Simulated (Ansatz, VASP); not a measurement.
**One calculation of Sc, two programs**

```
CELL_PARAMETERS angstrom
6.61760 0.00000 0.00000
-4.96320 8.59652 0.00000
0.00000 0.00000 5.26800
ATOMIC_POSITIONS crystal
Sc 0.15499 0.24833 0.26102
Sc 0.44559 0.19914 0.62026
Sc 0.19148 0.56685 0.27792
Sc 0.33101 0.44438 0.78778
Sc 0.16531 0.86412 0.38929
Sc 0.35849 0.79235 0.82408
Sc 0.67737 0.22180 0.17196
Sc 0.83916 0.12061 0.72446
Sc 0.66322 0.54174 0.28309
Sc 0.88883 0.46907 0.75518
Sc 0.68144 0.89217 0.28450
Sc 0.78859 0.73704 0.78916
Sc 0.15406 0.01226 0.96301
```

Alike in both runs: functional PBE; dispersion D3(BJ); k mesh 2 × 1 × 2; occupations fermi-dirac, width 0.15 eV; no spin polarisation.

Ansatz relaxed the structure, and its values are those at the end. VASP's run is a single point on that final structure, the one shown.

|  | VASP | Ansatz |
| --- | --- | --- |
| version | VASP 6.6.1 | Ansatz 0.2.0 |
| potentials or method | VASP PAW PBE potentials, release 64 (Sc_sv), cutoff 520 eV | scalar-relativistic, plane waves, PAW |
| valence electrons in the cell | 143 | 143 |

Ansatz gave:

```
rms of the force components (eV/Å) : 0.037
```

Q: What did VASP give for the same quantities?

A: rms of the force components (eV/Å): 0.038.

The k mesh is coarse, so the values compare programs but aren't converged.
